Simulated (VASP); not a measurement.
# Rh: single point with PBE

Crystal: Rh.

```xyz
2
Lattice="2.6431 0.0000 0.0000 -1.3216 2.2890 0.0000 0.0000 0.0000 4.1045" Properties=species:S:1:pos:R:3 pbc="T T T"
Rh    1.3216    0.7630    3.0784
Rh    0.0000    1.5260    1.0261
```

This isn't the form of Rh at room conditions, which is fcc.

* Program: VASP 6.6.1
* Task: single point
* Functional: PBE
* Potentials or basis: VASP PAW PBE potentials, release 64 (Rh_pv)
* Cutoff: 520 eV
* k mesh: 18 × 18 × 10
* Occupations: gaussian, width 0.15 eV
* Spin: no spin polarisation

The pressure is 45.8 GPa. The band gap on the k mesh is zero (bands 15 and 16 overlap by 2.74 eV).

Stress tensor (GPa, compression positive):
```
39.93  0.00  0.00
 0.00 39.93  0.00
 0.00  0.00 57.59
```

Levels at points of the mesh, in eV from the Fermi level:
| k point | band 13 | band 14 | band 15 | band 16 | band 17 | band 18 |
| --- | --- | --- | --- | --- | --- | --- |
| (0.00, 0.00, 0.00) | -2.91 | -2.60 | -2.60 | 0.11 | 0.11 | 1.08 |
| (0.50, 0.00, 0.00) | -2.43 | 0.26 | 0.71 | 0.90 | 3.26 | 5.56 |
| (0.00, 0.00, 0.50) | -3.53 | -3.53 | -0.51 | -0.51 | -0.51 | -0.51 |
| (0.50, 0.00, 0.50) | -0.45 | -0.45 | 0.54 | 0.54 | 2.80 | 2.80 |

Wall time 64 s on 1 thread of Intel(R) Xeon(R) Platinum 8488C (Sapphire Rapids), with other jobs on the host, peak memory 0.21 GiB.

Caveat: the cell stands under pressure.
